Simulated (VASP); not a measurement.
Set up this calculation in VASP 6.6.1, as the native input.

```
Task                   : single point
Functional             : PBE
Potentials or basis    : VASP PAW PBE potentials, release 64 (Al)
Cutoff                 : 520 eV
k mesh                 : 5 × 4 × 1
Occupations            : gaussian, width 0.1 eV
Spin                   : no spin polarisation
Dipole correction      : yes
Further INCAR settings : LREAL = Auto; ALGO = Normal; EDIFF = 1e-06; NBANDS = 40
```

The structure of Al lies in POSCAR:

```
Al
1.0
    5.7135165838      0.0000000000      0.0000000000
    0.0000000000      8.0801326416      0.0000000000
    0.0000000000      0.0000000000     19.7432786844
Al
17
Direct
    0.2500000000      0.2500000000      0.2026005946
    0.2500000000      0.7500000000      0.2026005946
    0.7500000000      0.2500000000      0.2026005946
    0.7500000000      0.7500000000      0.2026005946
    0.0000000000      0.0000000000      0.2749482107
    0.0000000000      0.5000000000      0.2749482107
    0.5000000000      0.0000000000      0.2749482107
    0.5000000000      0.5000000000      0.2749482107
    0.2500000000      0.2500000000      0.3495466410
    0.2500000000      0.7500000000      0.3495466410
    0.7500000000      0.2500000000      0.3495466410
    0.7500000000      0.7500000000      0.3495466410
    0.0000000000      0.0000000000      0.4175232906
    0.0000000000      0.5000000000      0.4175232906
    0.5000000000      0.0000000000      0.4175232906
    0.5000000000      0.5000000000      0.4175232906
    0.1666666667      0.2500000000      0.4903859102
```

The input as run:

INCAR

```
SYSTEM = Al
PREC     = Accurate       ! precision mode
ENCUT    = 520            ! plane-wave cutoff, eV
EDIFF    = 1E-6           ! SCF threshold, eV
ISMEAR   = 0              ! smearing method
SIGMA    = 0.1            ! smearing width, eV
LREAL    = Auto         
LASPH    = .TRUE.         ! aspherical terms in the spheres
NELM     = 100            ! most SCF steps
ALGO     = Normal         ! electronic algorithm
ISIF     = 2              ! what is computed and relaxed
LWAVE    = .FALSE.        ! write WAVECAR
LCHARG   = .FALSE.        ! write CHGCAR
LDIPOL   = .TRUE.       
IDIPOL   = 3            
DIPOL    = 0.5 0.5 0.322
GGA      = PE             ! functional
NBANDS   = 40             ! bands
```

KPOINTS

```
Automatic mesh
0
G
  5 4 1
  0 0 0
```

Potentials or basis: VASP PAW PBE potentials, release 64 (Al).

Launch:

```console
$ cat potpaw_PBE.64/Al/POTCAR > POTCAR
$ mpirun -np 1 vasp_std > vasp.out
```

Results of the run:

```yaml
Largest_force: 0.431 eV/Å
Band_gap_on_the_k_mesh: zero (an odd number of electrons rules out a gap without spin polarisation)
```

Run time: 5.6 min on 1 thread of AMD EPYC 9R45 96-Core Processor (Zen 5), with other jobs on the host, peak memory 0.76 GiB.
